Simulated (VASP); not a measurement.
A run of VASP 6.6.1:

The input INCAR:

```
PREC = Accurate
ENCUT = 520
EDIFF = 1E-6
ISMEAR = 0
SIGMA = 0.02
LREAL = F
LASPH = T
NELM = 80
ALGO = Normal
ISIF = 2
LWAVE = F
LCHARG = F
GGA = PE
NBANDS = 16
```

KPOINTS

```
Automatic mesh
0
Gamma
  8 8 8
```

The input POSCAR:

```
GaP
1.0
    0.0000000000      2.7525584894      2.7525584894
    2.7525584894      0.0000000000      2.7525584894
    2.7525584894      2.7525584894      0.0000000000
Ga P
1 1
Direct
    0.0000000000      0.0000000000      0.0000000000
    0.2500000000      0.2500000000      0.2500000000
```

Potentials or basis: VASP PAW PBE potentials, release 64 (Ga_d, P).

Launch:

```console
$ cat potpaw_PBE.64/Ga_d/POTCAR potpaw_PBE.64/P/POTCAR > POTCAR
$ mpirun -np 1 vasp_std > vasp.out
```

Hardware: 1 thread of AMD EPYC 7R13, with other jobs on the host.

Estimate the wall time of this run.

Wall time 17 s on 1 thread of AMD EPYC 7R13 (shared host), peak memory 0.14 GiB. Counts: scf iterations 12, k points 29.
